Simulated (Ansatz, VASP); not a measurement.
**WC in VASP and in Ansatz**

The input INCAR:

```
PREC = Accurate ; ENCUT = 520
EDIFF = 1E-6 ; ISMEAR = 0
SIGMA = 0.15 ; LREAL = F
LASPH = T ; NELM = 60
ALGO = Normal ; ISIF = 2
LWAVE = F ; LCHARG = F
GGA = PE ; NBANDS = 16
```

File KPOINTS:

```
regular mesh
0
Gamma
  18 18 16
```

File POSCAR:

```
WC
1.0
    2.9005014360      0.0000000000      0.0000000000
   -1.4502507180      2.5119079273      0.0000000000
    0.0000000000      0.0000000000      2.8290000000
W C
1 1
Direct
   -0.1153616121     -0.0844505613      0.0000000000
    0.6666666667      0.3333333333      0.5000000000
```

Input for Ansatz:

```yaml
crystal:
  lattice:
    - [2.900501436, 0.0, 0.0]
    - [-1.450250718, 2.5119079273, 0.0]
    - [0.0, 0.0, 2.829]
  atoms:
    - { symbol: W, position: [-0.1153616121, -0.0844505613, 0.0] }
    - { symbol: C, position: [0.6666666667, 0.3333333333, 0.5] }
basis:
  ecutwfc: 420
kpoints:
  mp_grid: { grid: [18, 18, 16] }
hamiltonian:
  xc: pbe
scf:
  occupations: { method: gaussian, width: 0.15 }
output:
  forces: true
  stress: true
  eigenvalues: true
  write_density: true
  write_potential: true
  elf: true
  volumetric_format: npy
```

Alike in both runs: task single point; functional PBE; k mesh 18 × 18 × 16; occupations gaussian, width 0.15 eV; no spin polarisation.

|  | VASP | Ansatz |
| --- | --- | --- |
| version | VASP 6.6.1 | Ansatz 0.2.0 |
| potentials or method | VASP PAW PBE potentials, release 64 (W_sv, C), cutoff 520 eV | scalar-relativistic, plane waves, PAW |
| valence electrons in the cell | 18 | 18 |

VASP gave:

```
gap on the k mesh at the Fermi level (eV)                     : none
pressure (GPa)                                                : 21.8
traceless stress, the component that is largest in VASP (GPa) : -12.85
rms of the force components (eV/Å)                            : 2.242
```

Question: What did Ansatz give for the same quantities?

Answer: gap on the k mesh at the Fermi level (eV): none; pressure (GPa): 20.6; traceless stress, the component that is largest in VASP (GPa): -12.52; rms of the force components (eV/Å): 2.234.

Atom by atom the forces differ by 0.009 eV/Å (rms over components). A gap of «none» marks a metal or a gap that the smearing closes.

Spin-orbit coupling is off throughout.
